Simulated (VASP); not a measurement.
In2GeO6, 9 atoms in the cell. The structure is cubic, space group Fm-3m (No. 225). The conventional cell has a = 7.388 Å, b = 7.388 Å, c = 7.388 Å, α = 90.00°, β = 90.00°, γ = 90.00°. In (site symmetry -43m) has 12 O at 2.61 Å and 4 Ge at 3.20 Å within 3.4 Å. Within 2.4 Å of Ge (site symmetry m-3m) lie 6 O at 1.85 Å. Within 2.4 Å of O (site symmetry 4mm) lie 1 Ge at 1.85 Å. The cell was built from a structure type or drawn by symmetry, and may not be a known phase.

- Program: VASP 6.6.1
- Task: single point
- Functional: PBE
- Potentials or basis: VASP PAW PBE potentials, release 64 (In_d, Ge_d, O)
- Cutoff: 520 eV
- k mesh: 4 × 4 × 4
- Occupations: gaussian, width 0.1 eV
- Spin: no spin polarisation
- Dipole correction: no
- Further INCAR settings: ALGO = Normal; EDIFF = 1e-06; NBANDS = 48

Potentials or basis: VASP PAW PBE potentials, release 64 (In_d, Ge_d, O).

The run is started by

```console
$ cat potpaw_PBE.64/In_d/POTCAR potpaw_PBE.64/Ge_d/POTCAR potpaw_PBE.64/O/POTCAR > POTCAR
$ mpirun -np 1 vasp_std > vasp.out
```

Hardware: 1 thread of Intel(R) Xeon(R) Platinum 8375C CPU @ 2.90GHz (Ice Lake), on a shared host.

How long does it take, and how much memory?

Wall time 64 s on 1 thread of Intel(R) Xeon(R) Platinum 8375C CPU @ 2.90GHz (Ice Lake) (shared host), peak memory 0.24 GiB. Counts: scf iterations 13, k points 8.
